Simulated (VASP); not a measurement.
# Co (P6_3/mmc) in VASP: single point with PBE

Aim: the single point of Co with PBE.

All numbers are computed with VASP 6.6.1; they aren't measurements. Logs are shortened: lines on timing, memory, paths and dates and some standing lists are left out, and cuts for length are marked.

### 1 The cell of the first run

Symmetry: P6_3/mmc, No. 194, hexagonal system. Conventional cell: a = 2.493 Å, b = 2.493 Å, c = 4.037 Å, α = 90.00°, β = 90.00°, γ = 120.00°. Within 3.3 Å of Co (site symmetry -6m2) lie 12 Co at 2.48 to 2.49 Å.

### 2 Single point, PBE, collinear spin, ferromagnetic start

Contents of INCAR:

```
ALGO = Normal ; EDIFF = 1E-7
ENCUT = 520 ; GGA = PE
ISIF = 2 ; ISMEAR = -1
ISPIN = 2 ; LASPH = T
LCHARG = F ; LMAXMIX = 4
LORBIT = 11 ; LREAL = F
LWAVE = F ; MAGMOM = 1.7 1.7
NBANDS = 20 ; NELM = 150
PREC = Accurate ; SIGMA = 0.1
```

Contents of KPOINTS:

```
k-points
0
Gamma
  20 20 11
```

Contents of POSCAR:

```
Co
1.0
    2.4930397963      0.0000000000      0.0000000000
   -1.2465198982      2.1590357963      0.0000000000
    0.0000000000      0.0000000000      4.0369295231
Co
2
Direct
    0.3333333333      0.6666666667      0.2500000000
    0.6666666667      0.3333333333      0.7500000000
```

Potentials or basis: VASP PAW PBE potentials, release 64 (Co).

On the command line:

```sh
> cat potpaw_PBE.64/Co/POTCAR > POTCAR
> mpirun -np 1 vasp_std > vasp.out
```

OUTCAR:

```text
EDIFF = 1E-7
   ENCUT = 520
   GGA = PE
   ISIF = 2
   ISMEAR = -1
   ISPIN = 2
   LASPH = T
   LORBIT = 11
   LREAL = F
   NELM = 150
   PREC = Accurate

 ion  position               nearest neighbor table
   1  0.333  0.667  0.250-   2 2.48   2 2.48   2 2.48   2 2.48   2 2.48   2 2.48
   2  0.667  0.333  0.750-   1 2.48   1 2.48   1 2.48   1 2.48   1 2.48   1 2.48

  LATTYP: Found a hexagonal cell.
 ALAT       =     2.4930397963
 C/A-ratio  =     1.6192800167

  Lattice vectors:

 A1 = (   2.4930397963,   0.0000000000,   0.0000000000)
 A2 = (  -1.2465198982,   2.1590357963,   0.0000000000)
 A3 = (   0.0000000000,   0.0000000000,   4.0369295231)

Analysis of symmetry for initial positions (statically):
=====================================================================
 Subroutine PRICEL returns:
 Original cell was already a primitive cell.

 Routine SETGRP: Setting up the symmetry group for a
 hexagonal supercell.

 Subroutine GETGRP returns: Found 24 space group operations
 (whereof 12 operations were pure point group operations)
 out of a pool of 24 trial point group operations.

The static configuration has the point symmetry D_3d.
 The point group associated with its full space group is D_6h.

Analysis of symmetry for dynamics (positions and initial velocities):
=====================================================================
 Subroutine PRICEL returns:
 Original cell was already a primitive cell.

 Routine SETGRP: Setting up the symmetry group for a
 hexagonal supercell.

 Subroutine GETGRP returns: Found 24 space group operations
 (whereof 12 operations were pure point group operations)
 out of a pool of 24 trial point group operations.

The dynamic configuration has the point symmetry D_3d.
 The point group associated with its full space group is D_6h.

Analysis of structural, dynamic, and magnetic symmetry:
=====================================================================
 Subroutine PRICEL returns:
 Original cell was already a primitive cell.

 Routine SETGRP: Setting up the symmetry group for a
 hexagonal supercell.

 Subroutine GETGRP returns: Found 24 space group operations
 (whereof 12 operations were pure point group operations)
 out of a pool of 24 trial point group operations.

The overall configuration has the point symmetry D_3d.
 The point group associated with its full space group is D_6h.

 Subroutine INISYM returns: Found 24 space group operations
 (whereof 12 operations are pure point group operations),
 and found     1 'primitive' translations

----------------------------------------------------------------------------------------

                                     Primitive cell

  volume of cell :      21.7290

  direct lattice vectors                    reciprocal lattice vectors
     2.493039796  0.000000000  0.000000000     0.401116742  0.231584859  0.000000000
    -1.246519898  2.159035796  0.000000000     0.000000000  0.463169718  0.000000000
     0.000000000  0.000000000  4.036929523     0.000000000  0.000000000  0.247713019

  length of vectors
     2.493039796  2.493039796  4.036929523     0.463169718  0.463169718  0.247713019

  position of ions in fractional coordinates (direct lattice)
     0.333333333  0.666666667  0.250000000
     0.666666667  0.333333333  0.750000000

  ion indices of the primitive-cell ions
   primitive index   ion index
                 1           1
                 2           2

----------------------------------------------------------------------------------------

 KPOINTS: k-points

Automatic generation of k-mesh.
 Grid dimensions read from file:
 generate k-points for:   20   20   11

 Generating k-lattice:

  Cartesian coordinates                     Fractional coordinates (reciprocal lattice)
     0.020055837  0.011579243  0.000000000     0.050000000  0.000000000  0.000000000
     0.000000000  0.023158486  0.000000000     0.000000000  0.050000000  0.000000000
     0.000000000  0.000000000  0.022519365     0.000000000  0.000000000  0.090909091

  Length of vectors
     0.023158486  0.023158486  0.022519365

  Shift w.r.t. Gamma in fractional coordinates (k-lattice)
     0.000000000  0.000000000  0.000000000

 Subroutine IBZKPT returns following result:
 ===========================================

 Found    264 irreducible k-points:

 Following reciprocal coordinates:
            Coordinates               Weight
  0.000000  0.000000  0.000000      1.000000
  0.050000  0.000000  0.000000      6.000000
  0.100000  0.000000  0.000000      6.000000
  0.150000  0.000000  0.000000      6.000000
  0.200000  0.000000  0.000000      6.000000
  0.250000  0.000000  0.000000      6.000000
[... 16 lines left out ...]
  0.200000  0.100000  0.000000     12.000000
  0.250000  0.100000  0.000000     12.000000
 [... further k-points ...]
   k-points           NKPTS =    264   k-points in BZ     NKDIM =    264   number of bands    NBANDS=     20
   number of dos      NEDOS =    301   number of ions     NIONS =      2
   total plane-waves  NPLWV =  12000
   dimension x,y,z NGX =    20 NGY =   20 NGZ =   30
   dimension x,y,z NGXF=    40 NGYF=   40 NGZF=   60
   ions per type =               2
   NGX,Y,Z   is equivalent  to a cutoff of  13.34, 13.34, 12.35 a.u.
   NGXF,Y,Z  is equivalent  to a cutoff of  26.67, 26.67, 24.71 a.u.
 SYSTEM =  unknown system
   PREC   = accura    normal or accurate (medium, high low for compatibility)
   ISTART =      0    job   : 0-new  1-cont  2-samecut
   ICHARG =      2    charge: 1-file 2-atom 10-const
   ISPIN  =      2    spin polarized calculation?
   LNONCOLLINEAR =      F non collinear calculations
   LSORBIT =      F    spin-orbit coupling
   LASPH  =      T    aspherical Exc in radial PAW
   ENCUT  =  520.0 eV  38.22 Ry    6.18 a.u.   4.64  4.64  7.51*2*pi/ulx,y,z
   NELM   =    150;   NELMIN=  2; NELMDL= -5     # of ELM steps
   EDIFF  = 0.1E-06   stopping-criterion for ELM
   LREAL  =      F    real-space projection
   EDIFFG = 0.1E-05   stopping-criterion for IOM
   NSW    =      0    number of steps for IOM
   IBRION =     -1    ionic relax: 0-MD 1-quasi-New 2-CG
   NFREE  =      0    steps in history (QN), initial steepest desc. (CG)
   ISIF   =      2    stress and relaxation
   ISYM   =      2    0-nonsym 1-usesym 2-fastsym
   POTIM  = 0.5000    time-step for ionic-motion
   TEBEG  =    0.0;   TEEND  =   0.0 temperature during run
   PSTRESS=    0.0 pullay stress
   NELECT =      18.0000    total number of electrons
   NUPDOWN=      -1.0000    fix difference up-down
   EMIN   =  10.00;   EMAX   =-10.00  energy-range for DOS
   EFERMI =   0.00;   METHOD = LEGACY
   ISMEAR =    -1;   SIGMA  =   0.10  broadening in eV -4-tet -1-fermi 0-gaus
   EFERMI_NEDOS =   21; number of points for ismear=-14 and -15
   IALGO  =     38    algorithm
   IMIX   =      4    mixing-type and parameters
     AMIX     =   0.40;   BMIX     =  1.00
     AMIX_MAG =   1.60;   BMIX_MAG =  1.00
  volume/ion in A,a.u.               =      10.86        73.32
  Fermi-wavevector in a.u.,A,eV,Ry     =   1.537513  2.905479 32.163460  2.363948
  Thomas-Fermi vector in A             =   2.644012
   LORBIT       =     11    0 simple, 1 ext, 2 COOP (PROOUT), +10 PAW based schemes
   GGA     = PE    functional components
   LHFCALC =     F    Hartree Fock is set to
   AEXX    =    0.0000 exact exchange contribution
   IVDW    =     0    specifies the selected vdW correction
   LEPSILON=     F    determine dielectric tensor
   LRPA    =     F    only Hartree local field effects (RPA)
 spin polarized calculation
  energy-cutoff  :      520.00
  volume of cell :       21.73
 maximum number of plane-waves:       600
 NGX is ok and might be reduce to    20
   NGX =  9   NGY =  9   NGZ = 15

 number of electron      17.9999998 magnetization       3.1985951

 Free energy of the ion-electron system (eV)
  ---------------------------------------------------
  ext. energy  EPLUGINS =         0.00000000
  ---------------------------------------------------
  free energy    TOTEN  =       -14.10112786 eV

  energy without entropy =      -14.04069311  energy(sigma->0) =      -14.07091049

 E-fermi :  10.2375     XC(G=0): -13.3956

 val. band max:       10.2335900204   @ k =   0.1000   0.0500   0.1818
 cond. band min:      10.2412394105   @ k =   0.2000   0.1000   0.2727
 fundamental gap:      0.0076493901
 Fermi energy:        10.2374913939

 spin component 1

 k-point     1 :       0.0000    0.0000    0.0000
  band No.  band energies     occupation
      1       1.3380      1.00000
      2       5.1200      1.00000
      3       7.6307      1.00000
      4       7.6573      1.00000
      5       7.6573      1.00000
      6       7.9667      1.00000
[... 12 lines left out ...]
     19      36.1294      0.00000
     20      36.1294      0.00000

 k-point     2 :       0.0500    0.0000    0.0000
  band No.  band energies     occupation
      1       1.4260      1.00000
      2       5.1737      1.00000
      3       7.5178      1.00000
      4       7.6984      1.00000
      5       7.7589      1.00000
      6       7.9462      1.00000
[... 12 lines left out ...]
     19      37.3292      0.00000
     20      37.8078      0.00000

 k-point     3 :       0.1000    0.0000    0.0000
  band No.  band energies     occupation
      1       1.6868      1.00000
      2       5.3256      1.00000
      3       7.3696      1.00000
      4       7.8190      1.00000
      5       7.8445      1.00000
      6       7.9268      1.00000
[... 12 lines left out ...]
     19      36.8802      0.00000
     20      39.0707      0.00000

 k-point     4 :       0.1500    0.0000    0.0000
  band No.  band energies     occupation
      1       2.1103      1.00000
      2       5.5454      1.00000
      3       7.2057      1.00000
      4       7.6144      1.00000
      5       7.7772      1.00000
      6       8.0114      1.00000
[... 429 lines left out ...]
 k-point    23 :       0.2000    0.1000    0.0000
  band No.  band energies     occupation
      1       3.5753      1.00000
      2       6.0401      1.00000
      3       6.6689      1.00000
      4       6.8217      1.00000
      5       7.6798      1.00000
      6       7.6801      1.00000
[... 12 lines left out ...]
     19      35.0358      0.00000
     20      36.1530      0.00000

 k-point    24 :       0.2500    0.1000    0.0000
  band No.  band energies     occupation
      1       4.2766      1.00000
      2       6.0350      1.00000
      3       6.3680      1.00000
      4       6.8356      1.00000
      5       7.5799      1.00000
      6       7.7292      1.00000
[... 12 lines left out ...]
     19      34.4988      0.00000
     20      35.4863      0.00000

 [... further k-points ...]

 spin component 2

 k-point     1 :       0.0000    0.0000    0.0000
  band No.  band energies     occupation
      1       1.3304      1.00000
      2       6.0520      1.00000
      3       9.2465      0.99995
      4       9.2827      0.99993
      5       9.2827      0.99993
      6       9.6452      0.99733
[... 12 lines left out ...]
     19      36.4157      0.00000
     20      36.4157      0.00000

 k-point     2 :       0.0500    0.0000    0.0000
  band No.  band energies     occupation
      1       1.4186      1.00000
      2       6.1129      1.00000
      3       9.1156      0.99999
      4       9.3279      0.99989
      5       9.3957      0.99978
      6       9.6184      0.99796
[... 12 lines left out ...]
     19      37.6272      0.00000
     20      38.0344      0.00000

 k-point     3 :       0.1000    0.0000    0.0000
  band No.  band energies     occupation
      1       1.6807      1.00000
      2       6.2870      1.00000
      3       8.9349      1.00000
      4       9.2222      0.99996
      5       9.4607      0.99958
      6       9.4905      0.99943
[... 12 lines left out ...]
     19      36.7493      0.00000
     20      39.3488      0.00000

 k-point     4 :       0.1500    0.0000    0.0000
  band No.  band energies     occupation
      1       2.1081      1.00000
      2       6.5460      1.00000
      3       8.7044      1.00000
      4       8.7248      1.00000
      5       9.3992      0.99977
      6       9.6734      0.99646
[... 429 lines left out ...]
 k-point    23 :       0.2000    0.1000    0.0000
  band No.  band energies     occupation
      1       3.6179      1.00000
      2       7.1908      1.00000
      3       7.8019      1.00000
      4       8.1912      1.00000
      5       9.2256      0.99996
      6       9.3113      0.99991
[... 12 lines left out ...]
     19      35.2712      0.00000
     20      36.5513      0.00000

 k-point    24 :       0.2500    0.1000    0.0000
  band No.  band energies     occupation
      1       4.3875      1.00000
      2       7.2609      1.00000
      3       7.5320      1.00000
      4       8.0946      1.00000
      5       9.1878      0.99997
      6       9.2549      0.99995
[... 12 lines left out ...]
     19      34.7998      0.00000
     20      35.8451      0.00000

 [... further k-points ...]

------------------------ aborting loop because EDIFF is reached ----------------------------------------

  FORCE on cell =-STRESS in cart. coord.  units (eV):
  Direction    XX          YY          ZZ          XY          YZ          ZX
  --------------------------------------------------------------------------------------
  -------------------------------------------------------------------------------------
  Total       -0.0904468     -0.0904468     -0.1088895      0.0000000      0.0000000      0.0000000
  in kB       -6.6690465     -6.6690465     -8.0289023      0.0000000      0.0000000      0.0000000
  external PRESSURE =      -7.1223318 kB  Pullay stress =       0.0000000 kB

 VOLUME and BASIS-vectors are now :
 -----------------------------------------------------------------------------
  energy-cutoff  :      520.00
  volume of cell :       21.73
      direct lattice vectors                 reciprocal lattice vectors
     2.493039796  0.000000000  0.000000000     0.401116742  0.231584859  0.000000000
    -1.246519898  2.159035796  0.000000000     0.000000000  0.463169718  0.000000000
     0.000000000  0.000000000  4.036929523     0.000000000  0.000000000  0.247713019

 POSITION                                       TOTAL-FORCE (eV/Angst)
 -----------------------------------------------------------------------------------
     -0.00000      1.43936      1.00923         0.000000      0.000000      0.000000
      1.24652      0.71968      3.02770        -0.000000     -0.000000      0.000000
 -----------------------------------------------------------------------------------
    total drift:                               -0.000000     -0.000000     -0.000000

  FREE ENERGIE OF THE ION-ELECTRON SYSTEM (eV)
  ---------------------------------------------------
  free  energy   TOTEN  =       -14.1011278642 eV

  energy  without entropy=      -14.0406931138  energy(sigma->0) =      -14.07091049

 total charge

# of ion       s       p       d       tot
------------------------------------------
    1        0.488   0.520   7.263   8.270
    2        0.488   0.520   7.263   8.270
--------------------------------------------------
tot          0.976   1.039  14.526  16.541

 magnetization (x)

# of ion       s       p       d       tot
------------------------------------------
    1       -0.015  -0.054   1.689   1.620
    2       -0.015  -0.054   1.689   1.620
--------------------------------------------------
tot         -0.030  -0.109   3.378   3.240
```

Run time: 86 s. Hardware: 1 thread of Intel Xeon 6975P-C (Granite Rapids), shared host; peak memory 0.26 GiB.

What came out:

```yaml
Free_energy: -14.1011 eV
Pressure: -0.7 GPa
Net_moment: 3.20 μB per cell
Site_moments: Co +1.62 μB
Valence_electrons_inside_the_program's_atomic_spheres: Co 8.27
```

Stress tensor (GPa, compression positive):
```
-0.67  0.00  0.00
 0.00 -0.67  0.00
 0.00  0.00 -0.80
```

Levels at points of the mesh, in eV from the Fermi level:
Spin up:
| k point | band 9 | band 10 | band 11 | band 12 | band 13 | band 14 |
| --- | --- | --- | --- | --- | --- | --- |
| (0.00, 0.00, 0.00) | -1.92 | -0.83 | -0.83 | -0.09 | 6.33 | 21.98 |
| (0.50, 0.00, 0.00) | -0.61 | -0.55 | 1.31 | 3.32 | 9.67 | 10.32 |
Spin down:
| k point | band 4 | band 5 | band 6 | band 7 | band 8 | band 9 | band 10 | band 11 |
| --- | --- | --- | --- | --- | --- | --- | --- | --- |
| (0.00, 0.00, 0.00) | -0.95 | -0.95 | -0.59 | -0.59 | -0.16 | -0.16 | -0.15 | 1.05 |
| (0.50, 0.00, 0.00) | -1.84 | -1.10 | -1.03 | -0.62 | 1.17 | 1.30 | 1.34 | 2.53 |
